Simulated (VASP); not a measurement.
The system is Ga4As3P.

```xyz
8
Lattice="-2.8000 2.8000 5.6000 2.8000 -2.8000 5.6000 2.8000 2.8000 -5.6000" Properties=species:S:1:pos:R:3 pbc="T T T"
Ga    1.3720    1.3720   -1.3776
Ga    1.4280    1.4280    4.2224
Ga    1.4280   -1.4280    6.9776
Ga   -1.4280    1.4280    6.9776
P     0.0000    0.0000    0.0000
As    2.8000    0.0000    2.8000
As    0.0000    2.8000    2.8000
As    0.0000    0.0000    5.6000
```

```yaml
Program: VASP 6.6.1
Task: relaxation of cell and atoms
Functional: PBE
Potentials_or_basis: VASP PAW PBE potentials, release 64 (Ga_d, P, As)
Cutoff: 600 eV
k_mesh: 4 × 4 × 4
Occupations: gaussian, width 0.2 eV
Spin: no spin polarisation
```

At the start: pressure 3.3 GPa; volume 21.95 Å³/atom.

Q: Where does the relaxation end?

A: Over 5 steps the energy falls by 10.5 meV/atom and the volume is 22.96 Å³/atom (+4.6 %); space group I-42m (No. 121, to 0.05 Å).

Step by step:
```csv
step,energy change (eV),largest force (eV/Å),pressure (GPa),volume (Å³)
1,0.0000,0.1633,3.28,175.62
2,-0.0715,0.0586,-1.16,187.30
3,-0.0833,0.0849,-0.12,183.93
4,-0.0833,0.0880,0.12,183.71
5,-0.0843,0.0496,0.08,183.68
```

Final structure:
```cif
data_structure
_symmetry_space_group_name_H-M 'P 1'
_symmetry_Int_Tables_number 1
_cell_length_a 6.9613
_cell_length_b 6.9613
_cell_length_c 6.9613
_cell_angle_alpha 131.800
_cell_angle_beta 131.800
_cell_angle_gamma 70.545
_cell_volume 183.68
loop_
_atom_site_label
_atom_site_type_symbol
_atom_site_fract_x
_atom_site_fract_y
_atom_site_fract_z
_atom_site_occupancy
Ga1 Ga 0.12119 0.12119 0.48782 1
Ga2 Ga 0.63336 0.63336 0.51218 1
Ga3 Ga 0.36664 0.87881 0.00000 1
Ga4 Ga 0.87881 0.36664 0.00000 1
P1 P 0.00000 0.00000 0.00000 1
As1 As 0.25000 0.75000 0.50000 1
As2 As 0.75000 0.25000 0.50000 1
As3 As 0.50000 0.50000 0.00000 1
```

Caveat: the relaxation stopped at a loose force limit of 0.08 eV/Å, so its end isn't a converged minimum.
